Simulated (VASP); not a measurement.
A run of VASP 6.6.1 is set up as follows.

File INCAR:

```
PREC = Accurate
ENCUT = 520
EDIFF = 1E-7
ISMEAR = -1
SIGMA = 0.05
LREAL = F
LASPH = T
NELM = 150
ALGO = Normal
ISIF = 2
LWAVE = F
LCHARG = F
ISPIN = 2
MAGMOM = 3 -1.5 3 0 0
LORBIT = 11
LMAXMIX = 4
GGA = PS
NBANDS = 27
```

File KPOINTS:

```
regular mesh
0
Gamma
  7 7 7
```

The input POSCAR:

```
AlFe3B
1.0
    3.8223220000      0.0000000000      0.0000000000
    0.0000000000      3.8223220000      0.0000000000
    0.0000000000      0.0000000000      3.8223220000
Fe Al B
3 1 1
Direct
    0.0000000000      0.0000000000      0.5000000000
    0.0000000000      0.5000000000      0.0000000000
    0.5000000000      0.0000000000      0.0000000000
    0.5000000000      0.5000000000      0.5000000000
    0.0000000000      0.0000000000      0.0000000000
```

Potentials or basis: VASP PAW PBE potentials, release 64 (Fe, Al, B).

The run is started by

```console
$ cat potpaw_PBE.64/Fe/POTCAR potpaw_PBE.64/Al/POTCAR potpaw_PBE.64/B/POTCAR > POTCAR
$ mpirun -np 1 vasp_std > vasp.out
```

Q: What does it give for the site moments?

A: Fe +1.47; Al -0.06; B -0.13 μB.

Q: What does it give for the pressure?

A: -7.1 GPa.

Q: What does it give for the net moment?

A: 4.11 μB per cell.

Caveat: the PAW data sets were made with another functional, which shifts forces and pressure a little.
